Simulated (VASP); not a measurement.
A run of VASP 6.6.1 is set up as follows.

Contents of INCAR:

```
PREC = Accurate
ENCUT = 520
EDIFF = 1E-6
ISMEAR = -1
SIGMA = 0.08
LREAL = False
LASPH = True
NELM = 80
ALGO = Normal
ISIF = 2
LWAVE = False
LCHARG = False
GGA = PS
NBANDS = 14
```

File KPOINTS:

```
regular mesh
0
Gamma
  15 15 8
```

POSCAR

```
Cl
1.0
    3.1264150022      0.0000000000      0.0000000000
   -1.5632075011      2.7075548147      0.0000000000
    0.0000000000      0.0000000000      3.8874452514
Cl
2
Direct
    0.3333333333      0.6666666667      0.2500000000
    0.6666666667      0.3333333333      0.7500000000
```

Potentials or basis: VASP PAW PBE potentials, release 64 (Cl).

Command:

```sh
$ cat potpaw_PBE.64/Cl/POTCAR > POTCAR
$ mpirun -np 1 vasp_std > vasp.out
```

Estimate the pressure.

13.5 GPa.

Predict the band gap on the k mesh.

zero (bands 7 and 8 overlap by 2.52 eV).

Caveat: the cell stands under pressure; the PAW data sets were made with another functional, which shifts forces and pressure a little.
